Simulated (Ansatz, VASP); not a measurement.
# Ge2Sb2Se: VASP beside Ansatz

```xyz
5
Lattice="4.4491 0.0000 0.0000 -2.2246 3.8531 0.0000 0.0000 0.0000 8.3881" Properties=species:S:1:pos:R:3 pbc="T T T"
Ge    0.0000    2.5687    4.1940
Ge    2.2246    1.2844    0.0000
Sb    0.0000    0.0000    2.7283
Sb    0.0000    0.0000    5.6598
Se    0.0000    2.5687    0.0000
```

Alike in both runs: functional PBE; k mesh 12 × 12 × 6; occupations gaussian, width 0.1 eV; no spin polarisation.

Ansatz relaxed the structure, and its values are those at the end. VASP's run is a single point on that final structure, the one shown.

|  | VASP | Ansatz |
| --- | --- | --- |
| version | VASP 6.6.1 | Ansatz 0.2.0 |
| potentials or method | VASP PAW PBE potentials, release 64 (Ge_d, Sb, Se), cutoff 520 eV | scalar-relativistic, plane waves, PAW |
| valence electrons in the cell | 44 | 74 |

VASP gave:

```
gap on the k mesh at the Fermi level (eV) : none
pressure (GPa)                            : 0.0
rms of the force components (eV/Å)        : 0.007
```

Q: Estimate Ansatz's values.

A: gap on the k mesh at the Fermi level (eV): none; pressure (GPa): 0.0; rms of the force components (eV/Å): 0.000.

A gap of «none» marks a metal or a gap that the smearing closes. VASP's potentials hold 44 valence electrons a cell and Ansatz's 74, so a difference there can come from the potentials and not from the codes.

Spin-orbit coupling is off throughout.
